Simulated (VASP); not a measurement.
Write the native input for VASP 6.6.1 that does the following.

```
Task                   : single point
Functional             : r2SCAN
Potentials or basis    : VASP PAW PBE potentials, release 64 (Be)
Cutoff                 : 520 eV
k mesh                 : 24 × 24 × 14
Occupations            : fermi-dirac, width 0.05 eV
Spin                   : no spin polarisation
Dipole correction      : no
Further INCAR settings : ALGO = Normal; EDIFF = 1e-06; NBANDS = 9
```

The system is Be.

```
Be
1.0
     2.25109    0.00000    0.00000
    -1.12555    1.94950    0.00000
     0.00000    0.00000    3.54752
Be
2
Direct
  0.33333 0.66667 0.25000
  0.66667 0.33333 0.75000
```

These files were run (other wordings do the same):

POSCAR

```
Be
1.0
    2.2510900740      0.0000000000      0.0000000000
   -1.1255450370      1.9495011903      0.0000000000
    0.0000000000      0.0000000000      3.5475213692
Be
2
Direct
    0.3333333333      0.6666666667      0.2500000000
    0.6666666667      0.3333333333      0.7500000000
```

INCAR.step1

```
PREC = Accurate
ENCUT = 520
ISMEAR = -1
SIGMA = 0.05
LREAL = F
LASPH = T
NELM = 60
NBANDS = 9
GGA = PE
ALGO = Normal
EDIFF = 1E-4
LWAVE = T
LCHARG = F
```

INCAR.step2

```
PREC = Accurate
ENCUT = 520
EDIFF = 1E-6
ISMEAR = -1
SIGMA = 0.05
LREAL = F
LASPH = T
NELM = 60
ALGO = Normal
ISIF = 2
LWAVE = F
LCHARG = F
METAGGA = R2SCAN
LMIXTAU = T
NBANDS = 9
ISTART = 1
```

KPOINTS

```
Automatic mesh
0
Gamma
  24 24 14
```

Potentials or basis: VASP PAW PBE potentials, release 64 (Be).

Run with:

```console
$ cat potpaw_PBE.64/Be/POTCAR > POTCAR
$ cp INCAR.step1 INCAR
$ mpirun -np 1 vasp_std > vasp.out
$ cp INCAR.step2 INCAR
$ mpirun -np 1 vasp_std > vasp.out
```

It gave:

```yaml
Pressure: 2.2 GPa
Band_gap_on_the_k_mesh: zero (band 2 reaches 8.32 eV, above the bottom of band 3 at 6.09 eV)
```

Caveat: the PAW data sets were made with another functional, which shifts forces and pressure a little.

Run time: 2.9 min on 1 thread of AMD EPYC 7R13 Processor (Zen 3) (shared host), peak memory 0.14 GiB.
